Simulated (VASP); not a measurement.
# Ga2N (Fm-3m) in VASP: further runs

Ga2N is run at these levels: PBE; tasks: single point, relaxation of cell and atoms.

All numbers are computed with VASP 6.6.1; they aren't measurements. Logs are shortened: lines on timing, memory, paths and dates and some standing lists are left out, and cuts for length are marked.

### 1 The cell of the first run

It takes space group Fm-3m (No. 225, cubic). Conventional cell: a = 5.684 Å, b = 5.684 Å, c = 5.684 Å, α = 90.00°, β = 90.00°, γ = 90.00°. Ga (site symmetry -43m) has 4 N at 2.46 Å and 6 Ga at 2.84 Å within 3.2 Å. N (site symmetry m-3m) has 8 Ga at 2.46 Å within 3.2 Å.

### 2 Single point, PBE

Input file INCAR:

```
ALGO = Normal ; EDIFF = 1E-6
ENCUT = 520 ; GGA = PE
ISIF = 2 ; ISMEAR = 0
LASPH = True ; LCHARG = False
LREAL = False ; LWAVE = False
NBANDS = 22 ; NELM = 60
PREC = Accurate ; SIGMA = 0.1
```

Input file KPOINTS:

```
k-points
0
Gamma
  6 6 6
```

Input file POSCAR:

```
Ga2N
1.0
    0.0000000000      2.8422251172      2.8422251172
    2.8422251172      0.0000000000      2.8422251172
    2.8422251172      2.8422251172      0.0000000000
Ga N
2 1
Direct
    0.2500000000      0.2500000000      0.2500000000
    0.7500000000      0.7500000000      0.7500000000
    0.5000000000      0.5000000000      0.5000000000
```

Potentials or basis: VASP PAW PBE potentials, release 64 (Ga_d, N).

Run with:

```bash
> cat potpaw_PBE.64/Ga_d/POTCAR potpaw_PBE.64/N/POTCAR > POTCAR
> mpirun -np 1 vasp_std > vasp.out
```

OUTCAR:

```text
EDIFF = 1E-6
   ENCUT = 520
   GGA = PE
   ISIF = 2
   ISMEAR = 0
   LASPH = True
   LREAL = False
   NELM = 60
   PREC = Accurate

 ion  position               nearest neighbor table
   1  0.250  0.250  0.250-   2 2.84   2 2.84   2 2.84   2 2.84   2 2.84   2 2.84
   2  0.750  0.750  0.750-   1 2.84   1 2.84   1 2.84   1 2.84   1 2.84   1 2.84
   3  0.500  0.500  0.500-

  LATTYP: Found a face centered cubic cell.
 ALAT       =     5.6844502344

  Lattice vectors:

 A1 = (   0.0000000000,   2.8422251172,   2.8422251172)
 A2 = (   2.8422251172,   0.0000000000,   2.8422251172)
 A3 = (   2.8422251172,   2.8422251172,   0.0000000000)

Analysis of symmetry for initial positions (statically):
=====================================================================
 Subroutine PRICEL returns:
 Original cell was already a primitive cell.

 Routine SETGRP: Setting up the symmetry group for a
 face centered cubic supercell.

 Subroutine GETGRP returns: Found 48 space group operations
 (whereof 48 operations were pure point group operations)
 out of a pool of 48 trial point group operations.

The static configuration has the point symmetry O_h .

Analysis of symmetry for dynamics (positions and initial velocities):
=====================================================================
 Subroutine PRICEL returns:
 Original cell was already a primitive cell.

 Routine SETGRP: Setting up the symmetry group for a
 face centered cubic supercell.

 Subroutine GETGRP returns: Found 48 space group operations
 (whereof 48 operations were pure point group operations)
 out of a pool of 48 trial point group operations.

The dynamic configuration has the point symmetry O_h .

 Subroutine INISYM returns: Found 48 space group operations
 (whereof 48 operations are pure point group operations),
 and found     1 'primitive' translations

----------------------------------------------------------------------------------------

                                     Primitive cell

  volume of cell :      45.9204

  direct lattice vectors                    reciprocal lattice vectors
     0.000000000  2.842225117  2.842225117    -0.175918507  0.175918507  0.175918507
[... 73 lines left out ...]
   ISPIN  =      1    spin polarized calculation?
   LNONCOLLINEAR =      F non collinear calculations
   LSORBIT =      F    spin-orbit coupling
   LASPH  =      T    aspherical Exc in radial PAW
   ENCUT  =  520.0 eV  38.22 Ry    6.18 a.u.   7.47  7.47  7.47*2*pi/ulx,y,z
   NELM   =     60;   NELMIN=  2; NELMDL= -5     # of ELM steps
   EDIFF  = 0.1E-05   stopping-criterion for ELM
   LREAL  =      F    real-space projection
   EDIFFG = 0.1E-04   stopping-criterion for IOM
   NSW    =      0    number of steps for IOM
   IBRION =     -1    ionic relax: 0-MD 1-quasi-New 2-CG
   NFREE  =      0    steps in history (QN), initial steepest desc. (CG)
   ISIF   =      2    stress and relaxation
   ISYM   =      2    0-nonsym 1-usesym 2-fastsym
   POTIM  = 0.5000    time-step for ionic-motion
   TEBEG  =    0.0;   TEEND  =   0.0 temperature during run
   PSTRESS=    0.0 pullay stress
   NELECT =      31.0000    total number of electrons
   NUPDOWN=      -1.0000    fix difference up-down
   EMIN   =  10.00;   EMAX   =-10.00  energy-range for DOS
   EFERMI =   0.00;   METHOD = LEGACY
   ISMEAR =     0;   SIGMA  =   0.10  broadening in eV -4-tet -1-fermi 0-gaus
   EFERMI_NEDOS =   21; number of points for ismear=-14 and -15
   IALGO  =     38    algorithm
   IMIX   =      4    mixing-type and parameters
     AMIX     =   0.40;   BMIX     =  1.00
     AMIX_MAG =   1.60;   BMIX_MAG =  1.00
  volume/ion in A,a.u.               =      15.31       103.30
  Fermi-wavevector in a.u.,A,eV,Ry     =   1.436129  2.713891 28.061578  2.062468
  Thomas-Fermi vector in A             =   2.555352
   LORBIT       =      0    0 simple, 1 ext, 2 COOP (PROOUT), +10 PAW based schemes
   GGA     = PE    functional components
   LHFCALC =     F    Hartree Fock is set to
   AEXX    =    0.0000 exact exchange contribution
   IVDW    =     0    specifies the selected vdW correction
   LEPSILON=     F    determine dielectric tensor
   LRPA    =     F    only Hartree local field effects (RPA)
 non-spin polarized calculation
 Gauss-broadening in eV      SIGMA  =   0.10
  energy-cutoff  :      520.00
  volume of cell :       45.92
 maximum number of plane-waves:      1258
 NGX is ok and might be reduce to    30
   NGX = 15   NGY = 15   NGZ = 15

 number of electron      30.9999973 magnetization

 Free energy of the ion-electron system (eV)
  ---------------------------------------------------
  ext. energy  EPLUGINS =         0.00000000
  ---------------------------------------------------
  free energy    TOTEN  =       -11.84897870 eV

  energy without entropy =      -11.84622670  energy(sigma->0) =      -11.84760270

 E-fermi :   5.3014     XC(G=0): -11.0302

 val. band max:        5.2497798957   @ k =  -0.1667   0.1667   0.0000
 cond. band min:       5.5369254714   @ k =   0.1667   0.0000   0.0000
 fundamental gap:      0.2871455757
 Fermi energy:         5.3013980506

 k-point     1 :       0.0000    0.0000    0.0000
  band No.  band energies     occupation
      1      -9.8162      2.00000
      2      -9.7227      2.00000
      3      -9.7227      2.00000
      4      -9.6281      2.00000
      5      -9.6281      2.00000
      6      -9.6281      2.00000
[... 389 lines left out ...]
     21      15.5113      0.00000
     22      16.0333      0.00000

------------------------ aborting loop because EDIFF is reached ----------------------------------------

  FORCE on cell =-STRESS in cart. coord.  units (eV):
  Direction    XX          YY          ZZ          XY          YZ          ZX
  --------------------------------------------------------------------------------------
  -------------------------------------------------------------------------------------
  Total        0.0400373      0.0400373      0.0400373     -0.0000000      0.0000000      0.0000000
  in kB        1.3969134      1.3969134      1.3969134     -0.0000000      0.0000000      0.0000000
  external PRESSURE =       1.3969134 kB  Pullay stress =       0.0000000 kB

 VOLUME and BASIS-vectors are now :
 -----------------------------------------------------------------------------
  energy-cutoff  :      520.00
  volume of cell :       45.92
      direct lattice vectors                 reciprocal lattice vectors
     0.000000000  2.842225117  2.842225117    -0.175918507  0.175918507  0.175918507
     2.842225117  0.000000000  2.842225117     0.175918507 -0.175918507  0.175918507
     2.842225117  2.842225117  0.000000000     0.175918507  0.175918507 -0.175918507

 POSITION                                       TOTAL-FORCE (eV/Angst)
 -----------------------------------------------------------------------------------
      1.42111      1.42111      1.42111        -0.000000     -0.000000     -0.000000
      4.26334      4.26334      4.26334         0.000000      0.000000      0.000000
      2.84223      2.84223      2.84223         0.000000     -0.000000      0.000000
 -----------------------------------------------------------------------------------
    total drift:                                0.000000      0.000000      0.000000

  FREE ENERGIE OF THE ION-ELECTRON SYSTEM (eV)
  ---------------------------------------------------
  free  energy   TOTEN  =       -11.8489786993 eV

  energy  without entropy=      -11.8462266956  energy(sigma->0) =      -11.84760270
```

stdout:

```text
POSCAR found type information on POSCAR GaN
 POSCAR found :  2 types and       3 ions
 scaLAPACK will be used
 LDA part: xc-table for (Slater+PW92), standard interpolation
 POSCAR, INCAR and KPOINTS ok, starting setup
 FFT: planning ... GRIDC
 FFT: planning ... GRID_SOFT
 FFT: planning ... GRID
 WAVECAR not read
 entering main loop
```

Run time: 19 s. Hardware: 1 thread of Intel Xeon Platinum 8259CL at 2.50GHz (Skylake/Cascade Lake), shared host; peak memory 0.17 GiB.

Results:

```yaml
Free_energy: -11.8490 eV
Pressure: 0.1 GPa
```

[end of part 1 of 2]
